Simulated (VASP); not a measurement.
# Sr (Fm-3m) in VASP: single point with r2SCAN

Aim: the single point of Sr with r2SCAN.

Everything below comes from runs of VASP 6.6.1. Logs are shortened: lines on timing, memory, paths and dates and some standing lists are left out, and cuts for length are marked.

## 1. The cell of the first run

The structure is cubic, space group Fm-3m (No. 225). Conventional cell: a = 6.104 Å, b = 6.104 Å, c = 6.104 Å, α = 90.00°, β = 90.00°, γ = 90.00°. Within 5.7 Å of Sr (site symmetry m-3m) lie 12 Sr at 4.32 Å.

## 2. Single point, r2SCAN, non-collinear spin, zero start, spin-orbit coupling

The input, POSCAR:

```
Sr
1.0
    0.0000000000      3.0521103947      3.0521103947
    3.0521103947      0.0000000000      3.0521103947
    3.0521103947      3.0521103947      0.0000000000
Sr
1
Direct
    0.0000000000      0.0000000000      0.0000000000
```

The input, INCAR.step1:

```
SYSTEM = Sr
ALGO     = Normal         ! electronic algorithm
EDIFF    = 1E-4           ! SCF threshold, eV
ENCUT    = 520            ! plane-wave cutoff, eV
GGA      = PE             ! functional
GGA_COMPAT= .False.      
ISMEAR   = -1             ! smearing method
LASPH    = .True.         ! aspherical terms in the spheres
LCHARG   = .False.        ! write CHGCAR
LNONCOLLINEAR= .True.         ! non-collinear magnetism
LREAL    = .False.        ! projectors in reciprocal space
LSORBIT  = .True.         ! spin-orbit coupling
LWAVE    = .True.         ! write WAVECAR
MAGMOM   = 0 0 0          ! initial moments
NBANDS   = 21             ! bands
NELM     = 150            ! most SCF steps
PREC     = Accurate       ! precision mode
SIGMA    = 0.1            ! smearing width, eV
```

The input, INCAR.step2:

```
SYSTEM = Sr
ALGO     = Normal         ! electronic algorithm
EDIFF    = 1E-7           ! SCF threshold, eV
ENCUT    = 520            ! plane-wave cutoff, eV
GGA_COMPAT= .False.      
ISIF     = 2              ! what is computed and relaxed
ISMEAR   = -1             ! smearing method
ISTART   = 1            
LASPH    = .True.         ! aspherical terms in the spheres
LCHARG   = .False.        ! write CHGCAR
LMIXTAU  = .True.       
LNONCOLLINEAR= .True.         ! non-collinear magnetism
LORBIT   = 11             ! projections on sites
LORBMOM  = .True.       
LREAL    = .False.        ! projectors in reciprocal space
LSORBIT  = .True.         ! spin-orbit coupling
LWAVE    = .False.        ! write WAVECAR
MAGMOM   = 0 0 0          ! initial moments
METAGGA  = R2SCAN         ! meta-GGA
NBANDS   = 21             ! bands
NELM     = 150            ! most SCF steps
PREC     = Accurate       ! precision mode
SIGMA    = 0.1            ! smearing width, eV
```

The input, KPOINTS:

```
k-points
0
Gamma
  9 9 9
  0 0 0
```

Potentials or basis: VASP PAW PBE potentials, release 64 (Sr_sv).

Started as:

```console
> cat potpaw_PBE.64/Sr_sv/POTCAR > POTCAR
> cp INCAR.step1 INCAR
> mpirun -np 1 vasp_ncl > vasp.out
> cp INCAR.step2 INCAR
> mpirun -np 1 vasp_ncl > vasp.out
```

OUTCAR:

```text
SYSTEM = Sr
   EDIFF = 1E-7
   ENCUT = 520
   ISIF = 2
   ISMEAR = -1
   ISTART = 1
   LASPH = .True.
   LNONCOLLINEAR = .True.
   LORBIT = 11
   LREAL = .False.
   LSORBIT = .True.
   METAGGA = R2SCAN
   NELM = 150
   PREC = Accurate

 ion  position               nearest neighbor table
   1  0.000  0.000  0.000-

  LATTYP: Found a face centered cubic cell.
 ALAT       =     6.1042207894

  Lattice vectors:

 A1 = (   0.0000000000,   3.0521103947,   3.0521103947)
 A2 = (   3.0521103947,   0.0000000000,   3.0521103947)
 A3 = (   3.0521103947,   3.0521103947,   0.0000000000)

Analysis of symmetry for initial positions (statically):
=====================================================================
 Subroutine PRICEL returns:
 Original cell was already a primitive cell.

 Routine SETGRP: Setting up the symmetry group for a
 face centered cubic supercell.

 Subroutine GETGRP returns: Found 48 space group operations
 (whereof 48 operations were pure point group operations)
 out of a pool of 48 trial point group operations.

The static configuration has the point symmetry O_h .

Analysis of symmetry for dynamics (positions and initial velocities):
=====================================================================
 Subroutine PRICEL returns:
 Original cell was already a primitive cell.

 Routine SETGRP: Setting up the symmetry group for a
 face centered cubic supercell.

 Subroutine GETGRP returns: Found 48 space group operations
 (whereof 48 operations were pure point group operations)
 out of a pool of 48 trial point group operations.

The dynamic configuration has the point symmetry O_h .

Analysis of structural, dynamic, and magnetic symmetry:
=====================================================================
 Subroutine PRICEL returns:
 Original cell was already a primitive cell.

 Routine SETGRP: Setting up the symmetry group for a
 face centered cubic supercell.

 Subroutine GETGRP returns: Found 48 space group operations
 (whereof 48 operations were pure point group operations)
 out of a pool of 48 trial point group operations.

The overall configuration has the point symmetry O_h .

 Subroutine INISYM returns: Found 48 space group operations
 (whereof 48 operations are pure point group operations),
 and found     1 'primitive' translations

----------------------------------------------------------------------------------------

                                     Primitive cell

  volume of cell :      56.8631

[... 150 lines left out ...]
      4     -18.6233      1.00000
      5     -17.4884      1.00000
      6     -17.4884      1.00000
[... 565 lines left out ...]
     20       6.6624      0.00000
     21       7.6834      0.00000

 [... further k-points ...]

------------------------ aborting loop because EDIFF is reached ----------------------------------------

  FORCE on cell =-STRESS in cart. coord.  units (eV):
  Direction    XX          YY          ZZ          XY          YZ          ZX
  --------------------------------------------------------------------------------------
  -------------------------------------------------------------------------------------
  Total        0.0035451      0.0035451      0.0035451     -0.0000000      0.0000000     -0.0000000
  in kB        0.0998855      0.0998855      0.0998855     -0.0000000      0.0000000     -0.0000000
  external PRESSURE =       0.0998855 kB  Pullay stress =       0.0000000 kB

 VOLUME and BASIS-vectors are now :
 -----------------------------------------------------------------------------
  energy-cutoff  :      520.00
  volume of cell :       56.86
      direct lattice vectors                 reciprocal lattice vectors
     0.000000000  3.052110395  3.052110395    -0.163821073  0.163821073  0.163821073
     3.052110395  0.000000000  3.052110395     0.163821073 -0.163821073  0.163821073
     3.052110395  3.052110395  0.000000000     0.163821073  0.163821073 -0.163821073

 POSITION                                       TOTAL-FORCE (eV/Angst)
 -----------------------------------------------------------------------------------
      0.00000      0.00000      0.00000         0.000000      0.000000     -0.000000
 -----------------------------------------------------------------------------------
    total drift:                               -0.000000      0.000000      0.000000

  FREE ENERGIE OF THE ION-ELECTRON SYSTEM (eV)
  ---------------------------------------------------
  free  energy   TOTEN  =       -15.2008418035 eV

  energy  without entropy=      -15.1576254027  energy(sigma->0) =      -15.17923360

 orbital moment (x)

 # of ion     p       d       tot
 ----------------------------------------
  1         0.000   0.000   0.000
 ----------------------------------------
            0.000   0.000   0.000

 orbital moment (y)

 # of ion     p       d       tot
 ----------------------------------------
  1        -0.000   0.000   0.000
 ----------------------------------------
           -0.000   0.000   0.000

 orbital moment (z)

 # of ion     p       d       tot
 ----------------------------------------
  1         0.000  -0.000  -0.000
 ----------------------------------------
            0.000  -0.000  -0.000

 Spin-Orbit-Coupling matrix elements

 Ion:    1  E_soc:     -0.1641949
 l=   1
     0.0000000    -0.0273646    -0.0273646
    -0.0273646     0.0000000    -0.0273646
    -0.0273646    -0.0273646     0.0000000
 l=   2
     0.0000000     0.0000024     0.0000000     0.0000024    -0.0000036
     0.0000024     0.0000000    -0.0000027     0.0000024    -0.0000009
     0.0000000    -0.0000027     0.0000000    -0.0000027     0.0000000
     0.0000024     0.0000024    -0.0000027     0.0000000    -0.0000009
    -0.0000036    -0.0000009     0.0000000    -0.0000009     0.0000000
 l=   3
     0.0000000     0.0000000     0.0000000     0.0000000     0.0000000     0.0000000     0.0000000
     0.0000000     0.0000000     0.0000000     0.0000000     0.0000000     0.0000000     0.0000000
     0.0000000     0.0000000     0.0000000     0.0000000     0.0000000     0.0000000     0.0000000
     0.0000000     0.0000000     0.0000000     0.0000000     0.0000000     0.0000000     0.0000000
     0.0000000     0.0000000     0.0000000     0.0000000     0.0000000     0.0000000     0.0000000
     0.0000000     0.0000000     0.0000000     0.0000000     0.0000000     0.0000000     0.0000000
     0.0000000     0.0000000     0.0000000     0.0000000     0.0000000     0.0000000     0.0000000

 total charge

# of ion       s       p       d       tot
------------------------------------------
    1        2.052   5.833   0.114   7.999

 magnetization (x)

# of ion       s       p       d       tot
------------------------------------------
    1        0.000   0.000   0.000   0.000

 magnetization (y)

# of ion       s       p       d       tot
------------------------------------------
    1        0.000   0.000   0.000   0.000

 magnetization (z)

# of ion       s       p       d       tot
------------------------------------------
    1       -0.000   0.000   0.000  -0.000
```

OUTCAR.step1:

```text
SYSTEM = Sr
   EDIFF = 1E-4
   ENCUT = 520
   GGA = PE
   ISMEAR = -1
[... 838 lines left out ...]
     0.0000000     0.0000000     0.0000000     0.0000000     0.0000000     0.0000000     0.0000000
     0.0000000     0.0000000     0.0000000     0.0000000     0.0000000     0.0000000     0.0000000
     0.0000000     0.0000000     0.0000000     0.0000000     0.0000000     0.0000000     0.0000000
     0.0000000     0.0000000     0.0000000     0.0000000     0.0000000     0.0000000     0.0000000
     0.0000000     0.0000000     0.0000000     0.0000000     0.0000000     0.0000000     0.0000000
     0.0000000     0.0000000     0.0000000     0.0000000     0.0000000     0.0000000     0.0000000

=======================================================================

 ========================================================
```

Run time: 6.3 min. Hardware: 1 thread of Intel Xeon Platinum 8488C (Sapphire Rapids), shared host; peak memory 0.39 GiB.

What came out:

```
Free energy                                           : -15.2008 eV
Pressure                                              : 0.0 GPa
Net moment                                            : 0.00 μB per cell
Valence electrons inside the program's atomic spheres : Sr 8.00
```

Moments on the atoms (μB; x, y, z):
```
Sr  0.00 0.00 0.00
```

Caveat: the PAW data sets were made with another functional, which shifts forces and pressure a little.
